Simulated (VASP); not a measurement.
Wanted: the native input for a VASP 6.6.1 run.

- Task: single point
- Functional: PBEsol
- Potentials or basis: VASP PAW PBE potentials, release 64 (Mg, O)
- Cutoff: 520 eV
- k mesh: 9 × 9 × 6
- Occupations: gaussian, width 0.05 eV
- Spin: no spin polarisation
- Dipole correction: no
- Further INCAR settings: ALGO = Normal; EDIFF = 1e-06; NBANDS = 16

The structure of MgO lies in POSCAR:

```
MgO
1.0
    3.4301361268      0.0000000000      0.0000000000
   -1.7150680634      2.9705850243      0.0000000000
    0.0000000000      0.0000000000      4.3161737560
Mg O
2 2
Direct
    0.6666666667      0.3333333333      0.7500000000
    0.3333333333      0.6666666667      0.2500000000
    0.6666666667      0.3333333333      0.2500000000
    0.3333333333      0.6666666667      0.7500000000
```

This cell differs from its parent crystal: ratio of the length along z to the lengths across it x 1.05, volume and fractional coordinates fixed.

One way to write it, as run:

INCAR

```
SYSTEM = MgO
  ALGO = Normal
  EDIFF = 1E-6
  ENCUT = 520
  GGA = PS
  ISIF = 2
  ISMEAR = 0
  LASPH = .True.
  LCHARG = .True.
  LELF = .True.
  LREAL = .False.
  LVHAR = .True.
  LWAVE = .False.
  NBANDS = 16
  NELM = 100
  PREC = Accurate
  SIGMA = 0.05
```

KPOINTS

```
k-points
0
Gamma
  9 9 6
  0 0 0
```

Potentials or basis: VASP PAW PBE potentials, release 64 (Mg, O).

Launch:

```bash
$ cat potpaw_PBE.64/Mg/POTCAR potpaw_PBE.64/O/POTCAR > POTCAR
$ mpirun -np 1 vasp_std > vasp.out
```

It gave:

The pressure is 1.1 GPa. The band gap on the k mesh is 3.26 eV, direct.

Caveat: the PAW data sets were made with another functional, which shifts forces and pressure a little.

It took 18 s on 1 thread of Intel(R) Xeon(R) Platinum 8488C (Sapphire Rapids) (shared host), peak memory 0.18 GiB.
